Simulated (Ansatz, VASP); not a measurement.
# One calculation of NiO2, two programs

The input INCAR:

```
SYSTEM = NiO2
PREC = Accurate
ENCUT = 700
EDIFF = 1E-6
ISMEAR = 0
SIGMA = 0.05
LREAL = .FALSE.
LASPH = .TRUE.
NELM = 120
ALGO = Normal
ISIF = 2
LWAVE = .FALSE.
LCHARG = .FALSE.
GGA = CA
NBANDS = 22
GGA_COMPAT = .FALSE.
```

Contents of KPOINTS:

```
regular mesh
0
G
  12 12 6
  0 0 0
```

Contents of POSCAR:

```
NiO2
1.0
    2.7239885620      0.0000000000      0.0000000000
   -1.3619942810      2.3590432943      0.0000000000
    0.0000000000      0.0000000000      4.3267834318
Ni O
1 2
Direct
    0.0000000000      0.0000000000      0.5000000000
    0.6666666667      0.3333333333      0.7305104846
    0.3333333333      0.6666666667      0.2694895154
```

Input for Ansatz:

```yaml
crystal:
  lattice:
    - [2.723988562, 0.0, 0.0]
    - [-1.361994281, 2.3590432943, 0.0]
    - [0.0, 0.0, 4.3267834318]
  atoms:
    - { symbol: Ni, position: [0.0, 0.0, 0.5] }
    - { symbol: O, position: [0.6666666667, 0.3333333333, 0.7305104846] }
    - { symbol: O, position: [0.3333333333, 0.6666666667, 0.2694895154] }
basis:
  ecutwfc: 520.0
kpoints:
  mp_grid: { grid: [12, 12, 6] }
hamiltonian:
  xc: lda
  pseudopotentials: { kind: paw }
scf:
  occupations: { method: gaussian, width: 0.05 }
output:
  forces: true
  stress: true
  eigenvalues: true
```

Alike in both runs: task single point; functional LDA; k mesh 12 × 12 × 6; occupations gaussian, width 0.05 eV; no spin polarisation.

```csv
,VASP,Ansatz
version,VASP 6.6.1,Ansatz 0.2.0
potentials or method,"VASP PAW LDA potentials, release 64 (Ni_sv_GW, O), cutoff 700 eV","scalar-relativistic, plane waves, PAW"
valence electrons in the cell,30,30
```

```csv
,VASP,Ansatz,Ansatz less VASP
gap on the k mesh at the Fermi level (eV),0.72,0.74,+0.016
least direct gap on the mesh (eV),0.87,0.88,+0.012
pressure (GPa),-4.3,-5.4,-1.18
"traceless stress, the component that is largest in VASP (GPa)",-8.25,-7.62,+0.630
rms of the force components (eV/Å),0.489,0.545,+0.0550
```

LDA's correlation is that of Perdew and Zunger in VASP and of Perdew and Wang (1992) in Ansatz. Atom by atom the forces differ by 0.055 eV/Å (rms over components).
